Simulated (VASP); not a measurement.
Input of a VASP 6.6.1 run:

INCAR

```
PREC     = Accurate       # precision mode
ENCUT    = 520            # plane-wave cutoff, eV
EDIFF    = 1E-6           # SCF threshold, eV
ISMEAR   = 0              # smearing method
SIGMA    = 0.15           # smearing width, eV
LREAL    = F              # projectors in reciprocal space
LASPH    = T              # aspherical terms in the spheres
NELM     = 100            # most SCF steps
ALGO     = Fast           # electronic algorithm
ISIF     = 2              # what is computed and relaxed
LWAVE    = F              # write WAVECAR
LCHARG   = T              # write CHGCAR
GGA      = PS             # functional
LELF     = T              # ELF
LVHAR    = T            
NBANDS   = 61             # bands
```

Contents of KPOINTS:

```
regular mesh
0
Gamma
  6 6 12
```

File POSCAR:

```
Si2W3
1.0
    6.6153497947      0.0000000000      0.0000000000
    0.0000000000      6.6153497947      0.0000000000
    0.0000000000      0.0000000000      3.2749106405
Si W
4 6
Direct
    0.1340783106      0.6340783106      0.0000000000
    0.8659216894      0.3659216894      0.0000000000
    0.6340783106      0.8659216894      0.0000000000
    0.3659216894      0.1340783106      0.0000000000
    0.5000000000      0.5000000000      0.0000000000
    0.0000000000      0.0000000000      0.0000000000
    0.6598576525      0.1598576525      0.5000000000
    0.3401423475      0.8401423475      0.5000000000
    0.1598576525      0.3401423475      0.5000000000
    0.8401423475      0.6598576525      0.5000000000
```

Potentials or basis: VASP PAW PBE potentials, release 64 (Si, W_sv).

Command:

```console
$ cat potpaw_PBE.64/Si/POTCAR potpaw_PBE.64/W_sv/POTCAR > POTCAR
$ mpirun -np 1 vasp_std > vasp.out
```

Question: Predict the band gap on the k mesh.

Answer: Zero (bands 50 and 51 overlap by 1.68 eV).

Question: What does it give for the largest force?

Answer: 0.025 eV/Å.

Question: What does it give for the pressure?

Answer: -2.3 GPa.

Stress tensor (GPa, compression positive):
```
-2.61  0.00  0.00
 0.00 -2.61  0.00
 0.00  0.00 -1.70
```

Caveat: the cell differs from its parent crystal (strain +0.0050 x Voigt [1, 1, 0, 0, 0, 0]); the PAW data sets were made with another functional, which shifts forces and pressure a little; spin-orbit coupling is left out, which moves the levels of the heavy elements.
